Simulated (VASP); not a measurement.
Runs of VASP 6.6.1 on CuO. The structure is that of space group Cm (No. 8), or close to it. The cells are those of the table. 

```tsv
task	level	potentials or basis	cell	k mesh	cutoff (eV)	gap on the mesh (eV)	pressure (GPa)	relaxed volume (Å³/atom)	largest force (eV/Å)
single point	PBE	VASP PAW PBE potentials, release 64 (Cu, O)	a = 2.993, b = 2.993, c = 5.184 Å, angles 73.2, 73.2, 60.0°, 4 atoms	10 × 10 × 6	520	none	6.1	-	1.25
single point	PBE	VASP PAW PBE potentials, release 64 (Cu, O)	a = 2.973, b = 2.973, c = 5.150 Å, angles 73.2, 73.2, 60.0°, 4 atoms	10 × 10 × 6	520	none	10.3	-	1.36
relaxation of cell and atoms	PBEsol	VASP PAW PBE potentials, release 64 (Cu, O)	relaxed from a = 2.993, b = 2.993, c = 5.184 Å, angles 73.2, 73.2, 60.0°, 4 atoms	8 × 8 × 5	600	none	0.0	9.10	0.01
relaxation of the atoms	PBE	VASP PAW PBE potentials, release 64 (Cu, O)	atoms relaxed from a = 2.993, b = 2.993, c = 5.184 Å, angles 73.2, 73.2, 60.0°, 4 atoms	9 × 9 × 5	520	none	1.6	-	0.01
single point	PBE	VASP PAW PBE potentials, release 64 (Cu, O)	a = 2.953, b = 2.953, c = 5.114 Å, angles 73.2, 73.2, 60.0°, 4 atoms	10 × 10 × 6	520	none	15.0	-	1.49
single point	PBE	VASP PAW PBE potentials, release 64 (Cu, O)	a = 3.052, b = 3.052, c = 5.286 Å, angles 73.2, 73.2, 60.0°, 4 atoms	10 × 10 × 6	520	none	(a)	-	0.94
relaxation of cell and atoms	LDA	VASP PAW LDA potentials, release 64 (Cu, O)	relaxed from a = 2.993, b = 2.993, c = 5.184 Å, angles 73.2, 73.2, 60.0°, 4 atoms	8 × 8 × 5	600	none	-0.1	8.78	0.01
single point	PBE	VASP PAW PBE potentials, release 64 (Cu, O)	a = 3.013, b = 3.013, c = 5.219 Å, angles 73.2, 73.2, 60.0°, 4 atoms	10 × 10 × 6	520	none	(b)	-	1.14
```

Alike in all rows: no spin polarisation; smearing fermi-dirac 0.05 eV.

Q: Estimate the missing entries.

A: (a) -4.1; (b) 2.3.

Caveats: semilocal functionals often make such compounds metallic where correlation or magnetic order opens a gap, which also shifts bond lengths; forces of over 1 eV/Å act on the atoms, so gaps and moduli don't describe the material at rest (at least some runs); the cell stands under pressure (at least some runs); the PAW data sets were made with another functional, which shifts forces and pressure a little (at least some runs); the cell stands under tension (at least some runs).

A gap of «none» marks levels without a gap at the run's occupations.
